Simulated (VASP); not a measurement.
## K2S (fluorite type): single point with PBE

The system is K2S (fluorite type).

```
S K
1.0
     0.00000    3.73133    3.73133
     3.73133    0.00000    3.73133
     3.73133    3.73133    0.00000
S K
1 2
Direct
  0.00000 0.00000 0.00000
  0.25000 0.25000 0.25000
  0.75000 0.75000 0.75000
```

```
Program             : VASP 6.6.1
Task                : single point
Functional          : PBE
Potentials or basis : VASP PAW PBE potentials, release 64 (S, K_sv)
Cutoff              : 500 eV
k mesh              : 10 × 10 × 10
Occupations         : fermi-dirac, width 0.03 eV
Spin                : no spin polarisation
```

| Item | Value |
| --- | --- |
| Pressure | 0.0 GPa |
| Band gap on the k mesh | 2.32 eV (least direct gap 2.50 eV) |

Levels at points of the mesh, in eV from the valence-band top:
```tsv
k point	band 9	band 10	band 11	band 12	band 13	band 14	band 15	band 16
(0.00, 0.00, 0.00)	-9.60	-0.17	-0.17	-0.17	2.32	5.46	5.46	7.39
(0.50, 0.00, 0.00)	-9.42	-0.60	-0.06	-0.06	4.67	4.91	5.78	5.78
(0.50, 0.50, 0.00)	-9.37	-0.72	0.00	0.00	3.50	5.24	6.47	6.59
```

It took 3.2 min on 1 thread of Intel Xeon 8259CL, with other jobs on the host, peak memory 0.27 GiB.

A k mesh can miss the band edges.
